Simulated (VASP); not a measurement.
KZnF3:

```
CELL_PARAMETERS angstrom
4.07682 0.00000 0.00000
0.00000 4.07682 0.00000
0.00000 0.00000 4.07682
ATOMIC_POSITIONS crystal
Zn 0.50000 0.50000 0.50000
K 0.00000 0.00000 0.00000
F 0.50000 0.00000 0.50000
F 0.00000 0.50000 0.50000
F 0.50000 0.50000 0.00000
```

Program: VASP 6.6.1. Alike in all runs: task single point; no spin polarisation; cell as given; k mesh 7 × 7 × 7; cutoff (eV) 520; smearing fermi-dirac 0.05 eV.

Q: Order these runs on this cell by their pressure, lowest first.
A. level PBE; potentials or basis VASP PAW PBE potentials, release 64 (Zn, K_sv, F)
B. level LDA; potentials or basis VASP PAW LDA potentials, release 64 (Zn, K_sv, F)
C. level PBEsol; potentials or basis VASP PAW PBE potentials, release 64 (Zn, K_sv, F)

A: B (-5.8 GPa), C (-1.1 GPa), A (3.2 GPa).

Caveats: the PAW data sets were made with another functional, which shifts forces and pressure a little (some runs).
